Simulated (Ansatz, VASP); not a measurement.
**SiO2: VASP beside Ansatz**

```
Si O
1.0
    -1.20530    1.20530    5.52426
     1.20530   -1.20530    5.52426
     1.20530    1.20530   -5.52426
Si O
1 2
Direct
  0.00000 0.00000 0.00000
  0.59843 0.59843 0.00000
  0.40157 0.40157 0.00000
```

Alike in both runs: functional PBE; k mesh 8 × 8 × 8; occupations gaussian, width 0.1 eV; collinear spin.

Ansatz relaxed the structure, and its values are those at the end. VASP's run is a single point on that final structure, the one shown.

```csv
,VASP,Ansatz
version,VASP 6.6.1,Ansatz 0.2.0
potentials or method,"VASP PAW PBE potentials, release 64 (Si, O), cutoff 520 eV","scalar-relativistic, plane waves, PAW"
valence electrons in the cell,16,16
```

|  | VASP | Ansatz | Ansatz less VASP |
| --- | --- | --- | --- |
| gap on the k mesh at the Fermi level (eV) | 0.13 | 0.13 | 0.000 |
| least direct gap on the mesh (eV) | 0.48 | 0.43 | -0.046 |
| pressure (GPa) | 0.6 | 0.0 | -0.51 |
| rms of the force components (eV/Å) | 0.024 | 0.001 | -0.0234 |
| net moment per atom (μB) | 0.00 | 0.00 | 0.000 |

Ansatz's warnings: seeded moment not kept.

The k mesh is coarse, so the values compare programs but aren't converged.
